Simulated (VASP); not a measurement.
A run of VASP 6.6.1:

The input POSCAR:

```
V
1.0
   -1.5120000000      1.5120000000      1.5120000000
    1.5120000000     -1.5120000000      1.5120000000
    1.5120000000      1.5120000000     -1.5120000000
V
1
Direct
    0.0000000000      0.0000000000      0.0000000000
```

Contents of INCAR.step1:

```
  ALGO = Normal
  EDIFF = 1E-4
  ENCUT = 520
  GGA = PE
  ISMEAR = -1
  ISPIN = 2
  LASPH = T
  LCHARG = F
  LMAXMIX = 4
  LREAL = F
  LWAVE = T
  MAGMOM = 0
  NBANDS = 16
  NELM = 150
  NUPDOWN = 0.0
  PREC = Accurate
  SIGMA = 0.1
```

The input INCAR.step2:

```
  ALGO = Normal
  EDIFF = 1E-6
  ENCUT = 520
  ISIF = 2
  ISMEAR = -1
  ISPIN = 2
  ISTART = 1
  LASPH = T
  LCHARG = F
  LMAXMIX = 4
  LMIXTAU = T
  LORBIT = 11
  LREAL = F
  LWAVE = F
  MAGMOM = 0
  METAGGA = R2SCAN
  NBANDS = 16
  NELM = 150
  NUPDOWN = 0.0
  PREC = Accurate
  SIGMA = 0.1
```

The input KPOINTS:

```
k-points
0
Gamma
  13 13 13
```

Potentials or basis: VASP PAW PBE potentials, release 64 (V_sv).

The run is started by

```console
$ cat potpaw_PBE.64/V_sv/POTCAR > POTCAR
$ cp INCAR.step1 INCAR
$ mpirun -np 1 vasp_std > vasp.out
$ cp INCAR.step2 INCAR
$ mpirun -np 1 vasp_std > vasp.out
```

Hardware: 1 thread of AMD EPYC 9R45 96-Core Processor (Zen 5), on a shared host.

**Question.** Estimate the wall time of this run.

**Answer.** It took 73 s on 1 thread of AMD EPYC 9R45 96-Core Processor (Zen 5), with other jobs on the host, peak memory 0.12 GiB. Counts: k points 84.
